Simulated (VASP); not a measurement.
SnO2:

```
CELL_PARAMETERS angstrom
-0.09222 2.44125 2.44125
2.44125 -0.09222 2.44125
2.44125 2.44125 -0.09222
ATOMIC_POSITIONS crystal
Sn 0.00000 0.00000 0.00000
O 0.25233 0.25233 0.25233
O 0.74767 0.74767 0.74767
```

This cell differs from its parent crystal: strain along [111] -5.5%.

Base run:

| Quantity | Value |
| --- | --- |
| Program | VASP 6.6.1 |
| Functional | r2SCAN |
| Potentials or basis | VASP PAW PBE potentials, release 64 (Sn_d, O) |
| Cutoff | 520 eV |
| k mesh | 8 × 8 × 8 |
| Occupations | gaussian, width 0.01 eV |
| Spin | no spin polarisation |

Its results: band gap on the k mesh 1.51 eV, indirect (least direct gap 2.95 eV); pressure 16.7 GPa; largest force 0.028 eV/Å.

Problem. The run is repeated on the same cell with these changes: functional from r2SCAN to PBE; cutoff from 520 eV to 600 eV; occupations from gaussian, width 0.01 eV to fermi-dirac, width 0.02 eV. What comes out?

Solution. Band gap on the k mesh 0.90 eV, indirect (least direct gap 2.30 eV); pressure 25.1 GPa; largest force 0.085 eV/Å.

Caveats: spin-orbit coupling is left out, which moves the levels of the heavy elements; the PAW data sets were made with another functional, which shifts forces and pressure a little (some runs).

A k mesh can miss the band edges.
